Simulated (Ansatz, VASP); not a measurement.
**Two plane-wave programs on KCl**

```
K Cl
1.0
     0.00000    3.03906    3.03906
     3.03906    0.00000    3.03906
     3.03906    3.03906    0.00000
K Cl
1 1
Direct
  0.00000 0.00000 0.00000
  0.50000 0.50000 0.50000
```

Alike in both runs: functional LDA; k mesh 6 × 6 × 6; occupations gaussian, width 0.02 eV; no spin polarisation.

Ansatz relaxed the structure, and its values are those at the end. VASP's run is a single point on that final structure, the one shown.

```csv
,VASP,Ansatz
version,VASP 6.6.1,Ansatz 0.2.0
potentials or method,"VASP PAW LDA potentials, release 64 (K_sv, Cl), cutoff 500 eV","scalar-relativistic, plane waves, PAW"
valence electrons in the cell,16,16
```

```tsv
	VASP	Ansatz	Ansatz less VASP
gap on the k mesh at the Fermi level (eV)	5.11	5.11	-0.002
least direct gap on the mesh (eV)	5.11	5.11	-0.002
pressure (GPa)	0.1	0.0	-0.08
```

Ansatz warns that its potentials were made for another functional, while VASP's fit it. LDA's correlation is that of Perdew and Zunger in VASP and of Perdew and Wang (1992) in Ansatz.
